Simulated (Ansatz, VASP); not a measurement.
# Two plane-wave programs on Ge

INCAR

```
SYSTEM = Ge
PREC = Accurate ; ENCUT = 600
EDIFF = 1E-7 ; ISMEAR = -1
SIGMA = 0.1 ; LREAL = .False.
LASPH = .True. ; NELM = 100
ALGO = Normal ; ISIF = 3
LWAVE = .False. ; LCHARG = .False.
GGA = RE ; IBRION = 2
NSW = 80 ; EDIFFG = -0.01
```

Contents of KPOINTS:

```
Automatic mesh
0
Gamma
  12 12 4
  0 0 0
```

Contents of POSCAR:

```
Ge
1.0
    3.0076538696      0.0000000000      0.0000000000
   -1.5038269348      2.6047046568      0.0000000000
    0.0000000000      0.0000000000      9.8229975381
Ge
4
Direct
    0.0000000000      0.0000000000      0.0000000000
    0.0000000000      0.0000000000      0.5000000000
    0.3333333333      0.6666666667      0.2500000000
    0.6666666667      0.3333333333      0.7500000000
```

Input for Ansatz:

```yaml
crystal:
  lattice:
    - [3.0076538696, 0.0, 0.0]
    - [-1.5038269348, 2.6047046568, 0.0]
    - [0.0, 0.0, 9.8229975381]
  atoms:
    - { symbol: Ge, position: [0.0, 0.0, 0.0] }
    - { symbol: Ge, position: [0.0, 0.0, 0.5] }
    - { symbol: Ge, position: [0.3333333333, 0.6666666667, 0.25] }
    - { symbol: Ge, position: [0.6666666667, 0.3333333333, 0.75] }
hamiltonian:
  xc: revpbe
  pseudopotentials:
    kind: paw
    azcp:
      Ge: "pseudopotentials/Ge.paw.azcp"
basis:
  ecutwfc: 420
  fft_grid_basis: typed
kpoints:
  mp_grid: { grid: [12, 12, 4], shift: [0, 0, 0] }
magnetization:
  spin_polarized: false
scf:
  occupations: { method: fermi_dirac, width: 0.1 }
relax:
  max_steps: 60
  f_tol: 0.01
  cell: {}
```

Alike in both runs: task relaxation of cell and atoms; functional revPBE; k mesh 12 × 12 × 4; occupations fermi-dirac, width 0.1 eV; no spin polarisation.

```csv
,VASP,Ansatz
version,VASP 6.6.1,Ansatz 0.2.0
potentials or method,"VASP PAW PBE potentials, release 64 (Ge_d), cutoff 600 eV","plane waves (420 eV) with PAW, scalar-relativistic"
valence electrons in the cell,56,56
```

```tsv
	VASP	Ansatz	Ansatz less VASP
relaxed volume (Å³/atom)	19.90	19.88	-0.019
relaxed cell length with the largest relative difference (Å)	9.938	9.956	+0.0175
```

VASP's potentials were made for PBE, not for revPBE.
